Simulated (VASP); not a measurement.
A run of VASP 6.6.1:

Contents of INCAR:

```
SYSTEM = ScGa3
PREC = Accurate
ENCUT = 520
EDIFF = 1E-6
ISMEAR = -1
SIGMA = 0.05
LREAL = .False.
LASPH = .True.
NELM = 80
ALGO = Normal
ISIF = 2
LWAVE = .False.
LCHARG = .False.
GGA = CA
NBANDS = 33
```

KPOINTS

```
Automatic mesh
0
Gamma
  9 9 9
  0 0 0
```

File POSCAR:

```
ScGa3
1.0
    4.0813042455      0.0000000000      0.0000000000
    0.0000000000      4.0813042455      0.0000000000
    0.0000000000      0.0000000000      4.0813042455
Sc Ga
1 3
Direct
    0.0000000000      0.0000000000      0.0000000000
    0.0000000000      0.5000000000      0.5000000000
    0.5000000000      0.0000000000      0.5000000000
    0.5000000000      0.5000000000      0.0000000000
```

Potentials or basis: VASP PAW LDA potentials, release 64 (Sc_sv, Ga_d).

The run is started by

```sh
$ cat potpaw_LDA.64/Sc_sv/POTCAR potpaw_LDA.64/Ga_d/POTCAR > POTCAR
$ mpirun -np 1 vasp_std > vasp.out
```

Hardware: 1 thread of Intel(R) Xeon(R) Platinum 8488C (Sapphire Rapids), with other jobs on the host.

Question: How long does it take, and how much memory?

Answer: It took 47 s on 1 thread of Intel(R) Xeon(R) Platinum 8488C (Sapphire Rapids), on a shared host, peak memory 0.19 GiB. Counts: scf iterations 13, k points 35.
